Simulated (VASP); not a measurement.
Na, 2 atoms in the cell. The structure is hexagonal, space group P6_3/mmc (No. 194). The conventional cell has a = 3.841 Å, b = 3.841 Å, c = 6.275 Å, α = 90.00°, β = 90.00°, γ = 120.00°. Na (site symmetry -6m2) has 12 Na at 3.84 Å within 5.0 Å. 

| Item | Value |
| --- | --- |
| Program | VASP 6.6.1 |
| Task | single point |
| Functional | r2SCAN |
| Potentials or basis | VASP PAW PBE potentials, release 64 (Na_pv) |
| Cutoff | 520 eV |
| k mesh | 8 × 8 × 5 |
| Occupations | fermi-dirac, width 0.05 eV |
| Spin | no spin polarisation |
| Dipole correction | no |
| Further INCAR settings | ALGO = Normal; EDIFF = 1e-06; NBANDS = 14 |

Potentials or basis: VASP PAW PBE potentials, release 64 (Na_pv).

Launch:

```bash
$ cat potpaw_PBE.64/Na_pv/POTCAR > POTCAR
$ cp INCAR.step1 INCAR
$ mpirun -np 1 vasp_std > vasp.out
$ cp INCAR.step2 INCAR
$ mpirun -np 1 vasp_std > vasp.out
```

Hardware: 1 thread of Intel(R) Xeon(R) Platinum 8375C CPU @ 2.90GHz (Ice Lake) (shared host).

Q: How long does it take, and how much memory?

A: It took 86 s on 1 thread of Intel(R) Xeon(R) Platinum 8375C CPU @ 2.90GHz (Ice Lake), on a shared host, peak memory 0.2 GiB. Counts: k points 30.
